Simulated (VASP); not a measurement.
Set up this calculation in VASP 6.6.1, as the native input.

```
Task                   : single point
Functional             : PBEsol
Potentials or basis    : VASP PAW PBE potentials, release 64 (K_sv, Cl)
Cutoff                 : 520 eV
k mesh                 : 6 × 6 × 4
Occupations            : fermi-dirac, width 0.03 eV
Spin                   : no spin polarisation
Dipole correction      : no
Further INCAR settings : ALGO = Normal; EDIFF = 1e-06; NBANDS = 24
```

The structure of KCl lies in POSCAR:

```
KCl
1.0
    5.2930416173      0.0000000000      0.0000000000
   -2.6465208086      4.5839085039      0.0000000000
    0.0000000000      0.0000000000      6.1927240883
K Cl
2 2
Direct
    0.3333333333      0.6666666667      0.2500000000
    0.6666666667      0.3333333333      0.7500000000
    0.6666666667      0.3333333333      0.2500000000
    0.3333333333      0.6666666667      0.7500000000
```

These files were run (other wordings do the same):

INCAR

```
SYSTEM = KCl
  PREC = Accurate
  ENCUT = 520
  EDIFF = 1E-6
  ISMEAR = -1
  SIGMA = 0.03
  LREAL = .False.
  LASPH = .True.
  NELM = 60
  ALGO = Normal
  ISIF = 2
  LWAVE = .False.
  LCHARG = .True.
  GGA = PS
  LELF = .True.
  LVHAR = .True.
  NBANDS = 24
```

KPOINTS

```
Automatic mesh
0
Gamma
  6 6 4
  0 0 0
```

Potentials or basis: VASP PAW PBE potentials, release 64 (K_sv, Cl).

Launch:

```sh
$ cat potpaw_PBE.64/K_sv/POTCAR potpaw_PBE.64/Cl/POTCAR > POTCAR
$ mpirun -np 1 vasp_std > vasp.out
```

Results of the run:

| Item | Value |
| --- | --- |
| Pressure | 0.1 GPa |
| Band gap on the k mesh | 4.81 eV |

Caveat: the PAW data sets were made with another functional, which shifts forces and pressure a little.

Run time: 48 s on 1 thread of Intel(R) Xeon(R) 6975P-C (Granite Rapids), on a shared host, peak memory 0.27 GiB.
